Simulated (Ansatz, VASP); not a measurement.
## Two plane-wave programs on WSe2

```
W Se
1.0
     3.34461    0.00000    0.00000
    -1.67230    2.89652    0.00000
     0.00000    0.00000   12.78861
W Se
2 4
Direct
  0.33333 0.66667 0.25000
  0.66667 0.33333 0.75000
  0.33333 0.66667 0.61829
  0.66667 0.33333 0.11829
  0.33333 0.66667 0.88171
  0.66667 0.33333 0.38171
```

Change from the starting cell: strain +0.0200 x Voigt [1, 1, 0, 0, 0, 0], atoms carried along.

Alike in both runs: task single point; functional PBE; dispersion D3(BJ); k mesh 12 × 12 × 2; occupations gaussian, width 0.05 eV; no spin polarisation.

|  | VASP | Ansatz |
| --- | --- | --- |
| version | VASP 6.6.1 | Ansatz 0.2.0 |
| potentials or method | VASP PAW PBE potentials, release 64 (W_sv, Se), cutoff 520 eV | scalar-relativistic, plane waves, PAW |
| valence electrons in the cell | 52 | 92 |

Ansatz gave:

```
gap on the k mesh at the Fermi level (eV)                     : 0.88
least direct gap on the mesh (eV)                             : 1.37
pressure (GPa)                                                : -4.9
traceless stress, the component that is largest in VASP (GPa) : 1.33
rms of the force components (eV/Å)                            : 0.187
```

Q: Estimate VASP's values.

A: gap on the k mesh at the Fermi level (eV): 0.88; least direct gap on the mesh (eV): 1.37; pressure (GPa): -4.6; traceless stress, the component that is largest in VASP (GPa): 1.41; rms of the force components (eV/Å): 0.168.

Atom by atom the forces differ by 0.019 eV/Å (rms over components). VASP's potentials hold 52 valence electrons a cell and Ansatz's 92, so a difference there can come from the potentials and not from the codes.

Neither program's run includes spin-orbit coupling.
